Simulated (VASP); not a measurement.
# ZnSe (F-43m) in VASP: vibrations by perturbation theory with PBE

Aim: the vibrations by perturbation theory of ZnSe with PBE.

All numbers are computed with VASP 6.6.1; they aren't measurements. Logs are shortened: lines on timing, memory, paths and dates and some standing lists are left out, and cuts for length are marked.

### Step 1. The cell of the first run

Symmetry: F-43m, No. 216, cubic system. Conventional cell: a = 5.732 Å, b = 5.732 Å, c = 5.732 Å, α = 90.00°, β = 90.00°, γ = 90.00°. Within 3.3 Å of Zn (site symmetry -43m) lie 4 Se at 2.48 Å. Within 3.3 Å of Se (site symmetry -43m) lie 4 Zn at 2.48 Å.

### Step 2. Vibrations by perturbation theory, PBE

Input file INCAR:

```
SYSTEM = ZnSe
PREC = Accurate ; ENCUT = 520
EDIFF = 1E-8 ; ISMEAR = 0
SIGMA = 0.01 ; LREAL = .FALSE.
LASPH = .TRUE. ; NELM = 100
ALGO = Normal ; ISIF = 2
LWAVE = .FALSE. ; LCHARG = .FALSE.
GGA = PE ; NBANDS = 16
IBRION = 8 ; NSW = 1
LEPSILON = .TRUE.
```

Input file KPOINTS:

```
Automatic mesh
0
G
  6 6 6
  0 0 0
```

Input file POSCAR:

```
ZnSe
1.0
    0.0000000000      2.8658805878      2.8658805878
    2.8658805878      0.0000000000      2.8658805878
    2.8658805878      2.8658805878      0.0000000000
Zn Se
1 1
Direct
    0.0000000000      0.0000000000      0.0000000000
    0.7500000000      0.7500000000      0.7500000000
```

Potentials or basis: VASP PAW PBE potentials, release 64 (Zn, Se).

Launch:

```console
cat potpaw_PBE.64/Zn/POTCAR potpaw_PBE.64/Se/POTCAR > POTCAR
mpirun -np 1 vasp_std > vasp.out
```

OUTCAR:

```text
SYSTEM = ZnSe
   PREC = Accurate
   ENCUT = 520
   EDIFF = 1E-8
   ISMEAR = 0
   LREAL = .FALSE.
   LASPH = .TRUE.
   NELM = 100
   ISIF = 2
   GGA = PE
   IBRION = 8
   NSW = 1
   LEPSILON = .TRUE.

 ion  position               nearest neighbor table
   1  0.000  0.000  0.000-   2 2.48   2 2.48   2 2.48   2 2.48
   2  0.750  0.750  0.750-   1 2.48   1 2.48   1 2.48   1 2.48

  LATTYP: Found a face centered cubic cell.
 ALAT       =     5.7317611756

  Lattice vectors:

 A1 = (   0.0000000000,   2.8658805878,   2.8658805878)
 A2 = (   2.8658805878,   0.0000000000,   2.8658805878)
 A3 = (   2.8658805878,   2.8658805878,   0.0000000000)

Analysis of symmetry for initial positions (statically):
=====================================================================
 Subroutine PRICEL returns:
 Original cell was already a primitive cell.

 Routine SETGRP: Setting up the symmetry group for a
 face centered cubic supercell.

 Subroutine GETGRP returns: Found 24 space group operations
 (whereof 24 operations were pure point group operations)
 out of a pool of 48 trial point group operations.

The static configuration has the point symmetry T_d .

Analysis of symmetry for dynamics (positions and initial velocities):
=====================================================================
 Subroutine PRICEL returns:
 Original cell was already a primitive cell.

 Routine SETGRP: Setting up the symmetry group for a
 face centered cubic supercell.

 Subroutine GETGRP returns: Found 24 space group operations
 (whereof 24 operations were pure point group operations)
 out of a pool of 48 trial point group operations.

The dynamic configuration has the point symmetry T_d .

 Subroutine INISYM returns: Found 24 space group operations
 (whereof 24 operations are pure point group operations),
 and found     1 'primitive' translations

[... 525 lines left out ...]
     0.00000  4.49546  0.01097

 MACROSCOPIC STATIC DIELECTRIC TENSOR (including local field effects in DFT)
 ------------------------------------------------------
           9.504574     0.000000    -0.000000
          -0.000000     9.504574     0.000000
          -0.000000    -0.000000     9.504574
 ------------------------------------------------------

 PIEZOELECTRIC TENSOR (including local field effects)  for field in x, y, z        (e  Angst)
          XX          YY          ZZ          XY          YZ          ZX
  --------------------------------------------------------------------------------
  x    -0.00000    -0.00000     0.00000     0.00000     2.31452     0.00000
  y     0.00000     0.00000    -0.00000     0.00000    -0.00000     2.31452
  z    -0.00000     0.00000    -0.00000     2.31452     0.00000     0.00000

 PIEZOELECTRIC TENSOR (including local field effects)  for field in x, y, z        (C/m^2)
          XX          YY          ZZ          XY          YZ          ZX
  --------------------------------------------------------------------------------
  x    -0.00000    -0.00000     0.00000     0.00000     0.78771     0.00000
  y     0.00000     0.00000    -0.00000     0.00000    -0.00000     0.78771
  z    -0.00000     0.00000    -0.00000     0.78771     0.00000     0.00000

 BORN EFFECTIVE CHARGES (including local field effects) (in |e|, cummulative output)
 ---------------------------------------------------------------------------------
 ion    1
    1     2.24817     0.00000    -0.00000
    2     0.00000     2.24817     0.00000
    3    -0.00000     0.00000     2.24817
 ion    2
    1    -2.24817     0.00000     0.00000
    2     0.00000    -2.24817    -0.00000
    3     0.00000    -0.00000    -2.24817

 INTERNAL STRAIN TENSOR FOR ION    2 for displacements in x,y,z  (eV/Angst):
          X           Y           Z          XY          YZ          ZX
  --------------------------------------------------------------------------------
  x    -0.00000     0.00000     0.00000     0.00000     4.49546     0.00000
  y    -0.00000    -0.00000    -0.00000     0.00000     0.00000     4.49546
  z     0.00000     0.00000    -0.00000     4.49546     0.00000     0.00000

 SECOND DERIVATIVES (NOT SYMMETRIZED)
 ------------------------------------
               1X          1Y          1Z          2X          2Y          2Z
  1X    -5.121339    0.000000    0.000000    5.121339    0.000000    0.000000
  1Y     0.000000   -5.121339    0.000000    0.000000    5.121339    0.000000
  1Z     0.000000    0.000000   -5.121339    0.000000    0.000000    5.121339
  2X     5.076300    0.000000    0.000000   -5.076300    0.000000    0.000000
  2Y     0.000000    5.076300    0.000000    0.000000   -5.076300    0.000000
  2Z     0.000000    0.000000    5.076300    0.000000    0.000000   -5.076300

 Eigenvectors and eigenvalues of the dynamical matrix
 ----------------------------------------------------

   1 f  =    5.903722 THz    37.094178 2PiTHz  196.926960 cm-1    24.415820 meV
             X         Y         Z           dx          dy          dz
      0.000000  0.000000  0.000000     0.741074   -0.000000    0.000000
      4.298821  4.298821  4.298821    -0.671423    0.000000    0.000000
[... 21 lines left out ...]
   6 f/i=    0.012974 THz     0.081519 2PiTHz    0.432771 cm-1     0.053657 meV
             X         Y         Z           dx          dy          dz
      0.000000  0.000000  0.000000    -0.079017   -0.275516   -0.607171
      4.298821  4.298821  4.298821    -0.087214   -0.304097   -0.670157

--------------------------------------------------------------------------------------------------------

 MACROSCOPIC STATIC DIELECTRIC TENSOR IONIC CONTRIBUTION
 ------------------------------------------------------
           3.810191    -0.000000    -0.000000
          -0.000000     3.810191     0.000000
          -0.000000     0.000000     3.810191
 ------------------------------------------------------

 ELASTIC MODULI CONTR FROM IONIC RELAXATION (kBar)
 Direction    XX          YY          ZZ          XY          YZ          ZX
 --------------------------------------------------------------------------------
 XX          -0.0000     -0.0000      0.0000     -0.0000      0.0000      0.0000
 YY          -0.0000     -0.0000     -0.0000     -0.0000     -0.0000      0.0000
 ZZ           0.0000     -0.0000     -0.0000      0.0000     -0.0000      0.0000
 XY          -0.0000     -0.0000      0.0000   -135.4640      0.0000      0.0000
 YZ           0.0000     -0.0000     -0.0000      0.0000   -135.4640      0.0000
 ZX           0.0000      0.0000      0.0000      0.0000      0.0000   -135.4640
 --------------------------------------------------------------------------------

 PIEZOELECTRIC TENSOR IONIC CONTR  for field in x, y, z        (C/m^2)
          XX          YY          ZZ          XY          YZ          ZX
  --------------------------------------------------------------------------------
  x     0.00000    -0.00000    -0.00000     0.00000    -0.67602     0.00000
  y     0.00000     0.00000     0.00000    -0.00000     0.00000    -0.67602
  z    -0.00000    -0.00000     0.00000    -0.67602     0.00000    -0.00000
```

stdout:

```text
POSCAR found type information on POSCAR ZnSe
 POSCAR found :  2 types and       2 ions
 scaLAPACK will be used
 LDA part: xc-table for (Slater+PW92), standard interpolation
 POSCAR, INCAR and KPOINTS ok, starting setup
 FFT: planning ... GRIDC
 FFT: planning ... GRID_SOFT
 FFT: planning ... GRID
 WAVECAR not read
 entering main loop
[... 24 lines left out ...]
 dielectric tensor                  component  3 :     1.670     1.202     9.505
 Linear response DOF=           2
 Linear response progress:
 first order change of Fermi-energy  -0.12242E-03
 force on displaced ion       1 direction 1 :  -5.121   0.000   0.000
 Born effective charge ion    1 direction 1 :   2.149   0.000   0.000
 Linear response progress:
 first order change of Fermi-energy   0.51794E-03
 force on displaced ion       2 direction 1 :  -5.076   0.000   0.000
 Born effective charge ion    2 direction 1 :  -2.346   0.000   0.000
 Born effective charges drift removed
 Linear response finished
```

Run time: 3.2 min. Hardware: 1 thread of Intel Xeon 6975P-C (Granite Rapids), shared host; peak memory 0.24 GiB.

What came out:

* Electronic dielectric tensor (diagonal): 9.50
* Born charges (mean of the diagonal): Zn +2.25; Se -2.25 e
* Highest phonon frequency at Γ, LO-TO splitting left out: 197 cm⁻¹

Phonon frequencies in cm⁻¹ (negative: imaginary):
```
              q point        frequencies
(0.000, 0.000, 0.000)  0 0 0 197 197 197
```

Electronic dielectric tensor:
```
9.50 0.00 0.00
0.00 9.50 0.00
0.00 0.00 9.50
```

Born effective charge tensors (e):
atom 1, Zn
```
2.25 0.00 0.00
0.00 2.25 0.00
0.00 0.00 2.25
```
atom 2, Se
```
-2.25  0.00  0.00
 0.00 -2.25  0.00
 0.00  0.00 -2.25
```
